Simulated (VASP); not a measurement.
# Tl (Pm-3m) in VASP: a series of runs

Runs on Tl. Level: revPBE. Tasks: single point.

Program: VASP 6.6.1. These are calculated values, not measurements. Logs are shortened: lines on timing, memory, paths and dates and some standing lists are left out, and cuts for length are marked.

### Step 1. The cell of the first run

The structure is cubic, space group Pm-3m (No. 221). The conventional cell has a = 3.172 Å, b = 3.172 Å, c = 3.172 Å, α = 90.00°, β = 90.00°, γ = 90.00°. Within 4.2 Å of Tl (site symmetry m-3m) lie 6 Tl at 3.17 Å.

### Step 2. Single point, revPBE (volume scaled by 0.88)

Input file INCAR:

```
PREC = Accurate
ENCUT = 520
EDIFF = 1E-6
ISMEAR = -1
SIGMA = 0.1
LREAL = False
LASPH = True
NELM = 60
ALGO = Normal
ISIF = 2
LWAVE = False
LCHARG = True
GGA = RE
LELF = True
LVHAR = True
NBANDS = 12
```

Input file KPOINTS:

```
regular mesh
0
Gamma
  11 11 11
```

Input file POSCAR:

```
Tl
1.0
    3.1719558422      0.0000000000      0.0000000000
    0.0000000000      3.1719558422      0.0000000000
    0.0000000000      0.0000000000      3.1719558422
Tl
1
Direct
    0.0000000000      0.0000000000      0.0000000000
```

Potentials or basis: VASP PAW PBE potentials, release 64 (Tl_d).

The run is started by

```console
cat potpaw_PBE.64/Tl_d/POTCAR > POTCAR
mpirun -np 1 vasp_std > vasp.out
```

OUTCAR:

```text
PREC = Accurate
   ENCUT = 520
   EDIFF = 1E-6
   ISMEAR = -1
   LREAL = False
   LASPH = True
   NELM = 60
   ISIF = 2
   GGA = RE

 ion  position               nearest neighbor table
   1  0.000  0.000  0.000-

  LATTYP: Found a simple cubic cell.
 ALAT       =     3.1719558422

  Lattice vectors:

 A1 = (   3.1719558422,   0.0000000000,   0.0000000000)
 A2 = (   0.0000000000,   3.1719558422,   0.0000000000)
 A3 = (   0.0000000000,   0.0000000000,   3.1719558422)

Analysis of symmetry for initial positions (statically):
=====================================================================
 Subroutine PRICEL returns:
 Original cell was already a primitive cell.

 Routine SETGRP: Setting up the symmetry group for a
 simple cubic supercell.

 Subroutine GETGRP returns: Found 48 space group operations
 (whereof 48 operations were pure point group operations)
 out of a pool of 48 trial point group operations.

The static configuration has the point symmetry O_h .

Analysis of symmetry for dynamics (positions and initial velocities):
=====================================================================
 Subroutine PRICEL returns:
 Original cell was already a primitive cell.

 Routine SETGRP: Setting up the symmetry group for a
 simple cubic supercell.

 Subroutine GETGRP returns: Found 48 space group operations
 (whereof 48 operations were pure point group operations)
 out of a pool of 48 trial point group operations.

The dynamic configuration has the point symmetry O_h .

 Subroutine INISYM returns: Found 48 space group operations
 (whereof 48 operations are pure point group operations),
 and found     1 'primitive' translations

----------------------------------------------------------------------------------------

                                     Primitive cell

  volume of cell :      31.9140

  direct lattice vectors                    reciprocal lattice vectors
     3.171955842  0.000000000  0.000000000     0.315262901  0.000000000  0.000000000
     0.000000000  3.171955842  0.000000000     0.000000000  0.315262901  0.000000000
     0.000000000  0.000000000  3.171955842     0.000000000  0.000000000  0.315262901

  length of vectors
     3.171955842  3.171955842  3.171955842     0.315262901  0.315262901  0.315262901

  position of ions in fractional coordinates (direct lattice)
     0.000000000  0.000000000  0.000000000

  ion indices of the primitive-cell ions
   primitive index   ion index
                 1           1

----------------------------------------------------------------------------------------

 KPOINTS: regular mesh

Automatic generation of k-mesh.
 Grid dimensions read from file:
 generate k-points for:   11   11   11

 Generating k-lattice:

  Cartesian coordinates                     Fractional coordinates (reciprocal lattice)
     0.028660264  0.000000000  0.000000000     0.090909091  0.000000000  0.000000000
     0.000000000  0.028660264  0.000000000     0.000000000  0.090909091  0.000000000
     0.000000000  0.000000000  0.028660264     0.000000000  0.000000000  0.090909091

  Length of vectors
     0.028660264  0.028660264  0.028660264

  Shift w.r.t. Gamma in fractional coordinates (k-lattice)
     0.000000000  0.000000000  0.000000000

 Subroutine IBZKPT returns following result:
 ===========================================

 Found     56 irreducible k-points:

 Following reciprocal coordinates:
            Coordinates               Weight
  0.000000  0.000000  0.000000      1.000000
  0.090909  0.000000  0.000000      6.000000
  0.181818  0.000000  0.000000      6.000000
  0.272727  0.000000  0.000000      6.000000
  0.363636  0.000000  0.000000      6.000000
  0.454545  0.000000  0.000000      6.000000
[... 16 lines left out ...]
  0.181818  0.090909  0.090909     24.000000
  0.272727  0.090909  0.090909     24.000000
 [... further k-points ...]
   k-points           NKPTS =     56   k-points in BZ     NKDIM =     56   number of bands    NBANDS=     12
   number of dos      NEDOS =    301   number of ions     NIONS =      1
   total plane-waves  NPLWV =  13824
   dimension x,y,z NGX =    24 NGY =   24 NGZ =   24
   dimension x,y,z NGXF=    48 NGYF=   48 NGZF=   48
   ions per type =               1
   NGX,Y,Z   is equivalent  to a cutoff of  12.58, 12.58, 12.58 a.u.
   NGXF,Y,Z  is equivalent  to a cutoff of  25.16, 25.16, 25.16 a.u.
 SYSTEM =  unknown system
   PREC   = accura    normal or accurate (medium, high low for compatibility)
   ISTART =      0    job   : 0-new  1-cont  2-samecut
   ICHARG =      2    charge: 1-file 2-atom 10-const
   ISPIN  =      1    spin polarized calculation?
   LNONCOLLINEAR =      F non collinear calculations
   LSORBIT =      F    spin-orbit coupling
   LASPH  =      T    aspherical Exc in radial PAW
   ENCUT  =  520.0 eV  38.22 Ry    6.18 a.u.   5.90  5.90  5.90*2*pi/ulx,y,z
   NELM   =     60;   NELMIN=  2; NELMDL= -5     # of ELM steps
   EDIFF  = 0.1E-05   stopping-criterion for ELM
   LREAL  =      F    real-space projection
   EDIFFG = 0.1E-04   stopping-criterion for IOM
   NSW    =      0    number of steps for IOM
   IBRION =     -1    ionic relax: 0-MD 1-quasi-New 2-CG
   NFREE  =      0    steps in history (QN), initial steepest desc. (CG)
   ISIF   =      2    stress and relaxation
   ISYM   =      2    0-nonsym 1-usesym 2-fastsym
   POTIM  = 0.5000    time-step for ionic-motion
   TEBEG  =    0.0;   TEEND  =   0.0 temperature during run
   PSTRESS=    0.0 pullay stress
   NELECT =      13.0000    total number of electrons
   NUPDOWN=      -1.0000    fix difference up-down
   EMIN   =  10.00;   EMAX   =-10.00  energy-range for DOS
   EFERMI =   0.00;   METHOD = LEGACY
   ISMEAR =    -1;   SIGMA  =   0.10  broadening in eV -4-tet -1-fermi 0-gaus
   EFERMI_NEDOS =   21; number of points for ismear=-14 and -15
   IALGO  =     38    algorithm
   IMIX   =      4    mixing-type and parameters
     AMIX     =   0.40;   BMIX     =  1.00
     AMIX_MAG =   1.60;   BMIX_MAG =  1.00
  volume/ion in A,a.u.               =      31.91       215.37
  Fermi-wavevector in a.u.,A,eV,Ry     =   1.213563  2.293301 20.037762  1.472734
  Thomas-Fermi vector in A             =   2.349011
   LORBIT       =      0    0 simple, 1 ext, 2 COOP (PROOUT), +10 PAW based schemes
   GGA     = RE    functional components
   LHFCALC =     F    Hartree Fock is set to
   AEXX    =    0.0000 exact exchange contribution
   IVDW    =     0    specifies the selected vdW correction
   LEPSILON=     F    determine dielectric tensor
   LRPA    =     F    only Hartree local field effects (RPA)
 non-spin polarized calculation
  energy-cutoff  :      520.00
  volume of cell :       31.91
 maximum number of plane-waves:       876
 NGX is ok and might be reduce to    24
   NGX = 11   NGY = 11   NGZ = 11

 number of electron      13.0000004 magnetization

 Free energy of the ion-electron system (eV)
  ---------------------------------------------------
  ext. energy  EPLUGINS =         0.00000000
  ---------------------------------------------------
  free energy    TOTEN  =        -1.74833584 eV

  energy without entropy =       -1.73014117  energy(sigma->0) =       -1.73923851

 E-fermi :   5.6463     XC(G=0):  -9.4715

 val. band max:        5.5700053742   @ k =   0.4545   0.4545   0.0909
 cond. band min:       5.6633587279   @ k =   0.3636   0.2727   0.0909
 fundamental gap:      0.0933533537
 Fermi energy:         5.6462672965

 k-point     1 :       0.0000    0.0000    0.0000
  band No.  band energies     occupation
      1      -6.6434      2.00000
      2      -6.6434      2.00000
      3      -5.6136      2.00000
      4      -5.6136      2.00000
      5      -5.6136      2.00000
      6      -4.0293      2.00000
      7      12.4609      0.00000
      8      12.4609      0.00000
      9      12.4609      0.00000
     10      15.3375      0.00000
     11      16.9874      0.00000
     12      16.9874      0.00000

 k-point     2 :       0.0909    0.0000    0.0000
  band No.  band energies     occupation
      1      -6.6379      2.00000
      2      -6.5897      2.00000
      3      -5.6379      2.00000
      4      -5.6379      2.00000
      5      -5.6115      2.00000
      6      -3.8979      2.00000
      7      10.9884      0.00000
      8      12.6229      0.00000
      9      12.6229      0.00000
     10      15.8406      0.00000
     11      17.0121      0.00000
     12      18.1871      0.00000

 k-point     3 :       0.1818    0.0000    0.0000
  band No.  band energies     occupation
      1      -6.6231      2.00000
      2      -6.4533      2.00000
      3      -5.7023      2.00000
      4      -5.7023      2.00000
      5      -5.6061      2.00000
      6      -3.4917      2.00000
      7       8.6586      0.00000
      8      13.0878      0.00000
      9      13.0878      0.00000
     10      16.1838      0.00000
     11      17.0848      0.00000
     12      20.8598      0.00000
[... 286 lines left out ...]
 k-point    23 :       0.1818    0.0909    0.0909
  band No.  band energies     occupation
      1      -6.5377      2.00000
      2      -6.4066      2.00000
      3      -5.7346      2.00000
      4      -5.7257      2.00000
      5      -5.6550      2.00000
      6      -3.2357      2.00000
      7       8.9398      0.00000
      8      11.6025      0.00000
      9      11.8665      0.00000
     10      18.1309      0.00000
     11      18.4322      0.00000
     12      20.7924      0.00000

 k-point    24 :       0.2727    0.0909    0.0909
  band No.  band energies     occupation
      1      -6.5185      2.00000
      2      -6.2316      2.00000
      3      -5.8228      2.00000
      4      -5.8113      2.00000
      5      -5.6470      2.00000
      6      -2.5519      2.00000
      7       6.6637      0.00008
      8      12.2463      0.00000
      9      12.5344      0.00000
     10      18.2116      0.00000
     11      18.2430      0.00000
     12      20.7431      0.00000

 [... further k-points ...]
[... 5 lines left out ...]
  --------------------------------------------------------------------------------------
  -------------------------------------------------------------------------------------
  Total        0.6408161      0.6408161      0.6408161     -0.0000000      0.0000000     -0.0000000
  in kB       32.1708562     32.1708562     32.1708562     -0.0000000      0.0000000     -0.0000000
  external PRESSURE =      32.1708562 kB  Pullay stress =       0.0000000 kB

 VOLUME and BASIS-vectors are now :
 -----------------------------------------------------------------------------
  energy-cutoff  :      520.00
  volume of cell :       31.91
      direct lattice vectors                 reciprocal lattice vectors
     3.171955842  0.000000000  0.000000000     0.315262901  0.000000000  0.000000000
     0.000000000  3.171955842  0.000000000     0.000000000  0.315262901  0.000000000
     0.000000000  0.000000000  3.171955842     0.000000000  0.000000000  0.315262901

 POSITION                                       TOTAL-FORCE (eV/Angst)
 -----------------------------------------------------------------------------------
      0.00000      0.00000      0.00000         0.000000      0.000000      0.000000
 -----------------------------------------------------------------------------------
    total drift:                               -0.000000     -0.000000     -0.000000

  FREE ENERGIE OF THE ION-ELECTRON SYSTEM (eV)
  ---------------------------------------------------
  free  energy   TOTEN  =        -1.7483358409 eV

  energy  without entropy=       -1.7301411724  energy(sigma->0) =       -1.73923851
```

Run time: 14 s. Hardware: 1 thread of AMD EPYC 7R43 (Zen 3), shared host; peak memory 0.11 GiB.

What came out:

* Free energy: -1.7483 eV
* Pressure: 3.2 GPa

Levels at points of the mesh, in eV from the Fermi level:
```tsv
k point	band 2	band 3	band 4	band 5	band 6	band 7	band 8	band 9	band 10	band 11
(0.00, 0.00, 0.00)	-12.29	-11.26	-11.26	-11.26	-9.68	6.81	6.81	6.81	9.69	11.34
```

Caveat: the cell differs from its parent crystal (volume scaled by 0.88); the PAW data sets were made with another functional, which shifts forces and pressure a little; spin-orbit coupling is left out, which moves the levels of the heavy elements.

### Step 3. Single point, revPBE (volume scaled by 0.96)

Input file INCAR:

```
SYSTEM = Tl
ALGO     = Normal         ! electronic algorithm
EDIFF    = 1E-6           ! SCF threshold, eV
ENCUT    = 520            ! plane-wave cutoff, eV
GGA      = RE             ! functional
ISIF     = 2              ! what is computed and relaxed
ISMEAR   = -1             ! smearing method
LASPH    = .True.         ! aspherical terms in the spheres
LCHARG   = .False.        ! write CHGCAR
LREAL    = .False.        ! projectors in reciprocal space
LWAVE    = .False.        ! write WAVECAR
NBANDS   = 12             ! bands
NELM     = 80             ! most SCF steps
PREC     = Accurate       ! precision mode
SIGMA    = 0.1            ! smearing width, eV
```

Input file KPOINTS:

```
k-points
0
Gamma
  11 11 11
  0 0 0
```

Input file POSCAR:

```
Tl
1.0
    3.2653017397      0.0000000000      0.0000000000
    0.0000000000      3.2653017397      0.0000000000
    0.0000000000      0.0000000000      3.2653017397
Tl
1
Direct
    0.0000000000      0.0000000000      0.0000000000
```

Potentials or basis: VASP PAW PBE potentials, release 64 (Tl_d).

The run is started by

```console
cat potpaw_PBE.64/Tl_d/POTCAR > POTCAR
mpirun -np 1 vasp_std > vasp.out
```

Run time: 13 s. Hardware: 1 thread of AMD EPYC 7R43 (Zen 3), shared host; peak memory 0.11 GiB.

Results (log left out):

```yaml
Free_energy: -1.7843 eV
Pressure: 0.8 GPa
```

Levels at points of the mesh, in eV from the Fermi level:
```csv
k point,band 3,band 4,band 5,band 6,band 7,band 8,band 9,band 10
"(0.00, 0.00, 0.00)",-11.31,-11.31,-11.31,-9.22,6.39,6.39,6.39,8.96
```

Caveat: the cell differs from its parent crystal (volume scaled by 0.96); the PAW data sets were made with another functional, which shifts forces and pressure a little; spin-orbit coupling is left out, which moves the levels of the heavy elements.

### Step 4. Single point, revPBE

This run uses another cell than the first one, of 36.27 Å³/atom, 1.136 times its volume.

Input file INCAR:

```
ALGO = Normal
EDIFF = 1E-6
ENCUT = 520
GGA = RE
ISIF = 2
ISMEAR = -1
LASPH = T
LCHARG = F
LREAL = F
LWAVE = F
NBANDS = 12
NELM = 100
PREC = Accurate
SIGMA = 0.1
```

Input file KPOINTS:

```
k-points
0
Gamma
  11 11 11
```

Input file POSCAR:

```
Tl
1.0
    3.3100374595      0.0000000000      0.0000000000
    0.0000000000      3.3100374595      0.0000000000
    0.0000000000      0.0000000000      3.3100374595
Tl
1
Direct
    0.0000000000      0.0000000000      0.0000000000
```

The run is started by

```console
cat potpaw_PBE.64/Tl_d/POTCAR > POTCAR
mpirun -np 1 vasp_std > vasp.out
```

Run time: 24 s. Hardware: 1 thread of AMD EPYC 7R43 (Zen 3), shared host; peak memory 0.12 GiB.

It converged, with:

```
Free energy : -1.7885 eV
Pressure    : 0.0 GPa
```

Levels at points of the mesh, in eV from the Fermi level:
```tsv
k point	band 3	band 4	band 5	band 6	band 7	band 8	band 9	band 10
(0.00, 0.00, 0.00)	-11.34	-11.34	-11.34	-9.03	6.19	6.19	6.19	8.62
```

Caveat: the PAW data sets were made with another functional, which shifts forces and pressure a little; spin-orbit coupling is left out, which moves the levels of the heavy elements.

### Step 5. Single point, revPBE (volume scaled by 1.04)

Input file INCAR:

```
SYSTEM = Tl
PREC = Accurate ; ENCUT = 520
EDIFF = 1E-6 ; ISMEAR = -1
SIGMA = 0.1 ; LREAL = .False.
LASPH = .True. ; NELM = 100
ALGO = Normal ; ISIF = 2
LWAVE = .False. ; LCHARG = .False.
GGA = RE ; NBANDS = 12
```

Input file KPOINTS:

```
Automatic mesh
0
Gamma
  11 11 11
  0 0 0
```

Input file POSCAR:

```
Tl
1.0
    3.3535955791      0.0000000000      0.0000000000
    0.0000000000      3.3535955791      0.0000000000
    0.0000000000      0.0000000000      3.3535955791
Tl
1
Direct
    0.0000000000      0.0000000000      0.0000000000
```

The run is started by

```console
cat potpaw_PBE.64/Tl_d/POTCAR > POTCAR
mpirun -np 1 vasp_std > vasp.out
```

It took 27 s on 1 thread of AMD EPYC 7R43 (Zen 3), shared host; peak memory 0.13 GiB.

It converged, with:

| Quantity | Value |
| --- | --- |
| Free energy | -1.7861 eV |
| Pressure | -0.6 GPa |

Levels at points of the mesh, in eV from the Fermi level:
```tsv
k point	band 2	band 3	band 4	band 5	band 6	band 7	band 8	band 9	band 10	band 11
(0.00, 0.00, 0.00)	-12.05	-11.37	-11.37	-11.37	-8.85	6.00	6.00	6.00	8.30	10.12
```

Caveat: the cell differs from its parent crystal (volume scaled by 1.04); the PAW data sets were made with another functional, which shifts forces and pressure a little; spin-orbit coupling is left out, which moves the levels of the heavy elements.

(Continued in part 2 of 2.)
